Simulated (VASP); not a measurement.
Input of a VASP 6.6.1 run:

POSCAR

```
GaSb
1.0
    4.6886257806      0.0000000000      0.0000000000
   -2.3443128903      4.0604690349      0.0000000000
    0.0000000000      0.0000000000      5.9148461418
Ga Sb
2 2
Direct
    0.3333333333      0.6666666667      0.2500000000
    0.6666666667      0.3333333333      0.7500000000
    0.6666666667      0.3333333333      0.2500000000
    0.3333333333      0.6666666667      0.7500000000
```

The input INCAR.step1:

```
SYSTEM = GaSb
PREC     = Accurate       ! precision mode
ENCUT    = 520            ! plane-wave cutoff, eV
ISMEAR   = 1              ! smearing method
SIGMA    = 0.05           ! smearing width, eV
LREAL    = .FALSE.        ! projectors in reciprocal space
LASPH    = .TRUE.         ! aspherical terms in the spheres
NELM     = 80             ! most SCF steps
NBANDS   = 26             ! bands
GGA      = PE             ! functional
ALGO     = Normal         ! electronic algorithm
EDIFF    = 1E-4           ! SCF threshold, eV
LWAVE    = .TRUE.         ! write WAVECAR
LCHARG   = .FALSE.        ! write CHGCAR
```

File INCAR.step2:

```
SYSTEM = GaSb
PREC     = Accurate       ! precision mode
ENCUT    = 520            ! plane-wave cutoff, eV
EDIFF    = 1E-6           ! SCF threshold, eV
ISMEAR   = 1              ! smearing method
SIGMA    = 0.05           ! smearing width, eV
LREAL    = .FALSE.        ! projectors in reciprocal space
LASPH    = .TRUE.         ! aspherical terms in the spheres
NELM     = 80             ! most SCF steps
ALGO     = Normal         ! electronic algorithm
ISIF     = 2              ! what is computed and relaxed
LWAVE    = .FALSE.        ! write WAVECAR
LCHARG   = .FALSE.        ! write CHGCAR
METAGGA  = R2SCAN         ! meta-GGA
LMIXTAU  = .TRUE.       
NBANDS   = 26             ! bands
ISTART   = 1
```

The input KPOINTS:

```
regular mesh
0
G
  6 6 4
  0 0 0
```

Potentials or basis: VASP PAW PBE potentials, release 64 (Ga_d, Sb).

Command:

```sh
$ cat potpaw_PBE.64/Ga_d/POTCAR potpaw_PBE.64/Sb/POTCAR > POTCAR
$ cp INCAR.step1 INCAR
$ mpirun -np 1 vasp_std > vasp.out
$ cp INCAR.step2 INCAR
$ mpirun -np 1 vasp_std > vasp.out
```

Problem. What does it give for the pressure?

Solution. 0.0 GPa.

Problem. What does it give for the band gap on the k mesh?

Solution. Zero (bands 18 and 19 overlap by 1.59 eV).

Caveat: the PAW data sets were made with another functional, which shifts forces and pressure a little; spin-orbit coupling is left out, which moves the levels of the heavy elements.
